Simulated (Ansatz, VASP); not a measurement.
Zn in VASP and in Ansatz

File INCAR:

```
PREC = Accurate
ENCUT = 520
EDIFF = 1E-7
ISMEAR = 0
SIGMA = 0.15
LREAL = F
LASPH = T
NELM = 100
ALGO = Fast
ISIF = 2
LWAVE = F
LCHARG = F
GGA = PE
NBANDS = 19
```

Contents of KPOINTS:

```
Automatic mesh
0
Gamma
  21 21 10
```

POSCAR

```
Zn
1.0
    2.6647980532      0.0000000000      0.0000000000
   -1.3323990266      2.3077828100      0.0346167422
    0.0000000000      0.0742005000      4.9467000000
Zn
2
Direct
    0.3333333333      0.6666666667      0.2500000000
    0.6666666667      0.3333333333      0.7500000000
```

Input for Ansatz:

```yaml
crystal:
  lattice:
    - [2.6647980532, 0.0, 0.0]
    - [-1.3323990266, 2.30778281, 0.0346167422]
    - [0.0, 0.0742005, 4.9467]
  atoms:
    - { symbol: Zn, position: [0.3333333333, 0.6666666667, 0.25] }
    - { symbol: Zn, position: [0.6666666667, 0.3333333333, 0.75] }
basis:
  ecutwfc: 420
kpoints:
  mp_grid: { grid: [21, 21, 10] }
hamiltonian:
  xc: pbe
scf:
  occupations: { method: gaussian, width: 0.15 }
output:
  forces: true
  stress: true
  eigenvalues: true
```

Change from the starting cell: strain +0.0300 x Voigt [0, 0, 0, 1, 0, 0], atoms carried along.

Alike in both runs: task single point; functional PBE; k mesh 21 × 21 × 10; occupations gaussian, width 0.15 eV; no spin polarisation.

```csv
,VASP,Ansatz
version,VASP 6.6.1,Ansatz 0.2.0
potentials or method,"VASP PAW PBE potentials, release 64 (Zn), cutoff 520 eV","scalar-relativistic, plane waves, PAW"
valence electrons in the cell,24,24
```

Ansatz gave:

| Quantity | Value |
| --- | --- |
| gap on the k mesh at the Fermi level (eV) | none |
| pressure (GPa) | -0.3 |
| traceless stress, the component that is largest in VASP (GPa) | 1.49 |

Task: Which values does VASP return?

Result: gap on the k mesh at the Fermi level (eV): none; pressure (GPa): 0.1; traceless stress, the component that is largest in VASP (GPa): 1.35.

A gap of «none» marks a metal or a gap that the smearing closes. With one functional, cell and mesh, what is left measures potentials, basis and numerics.
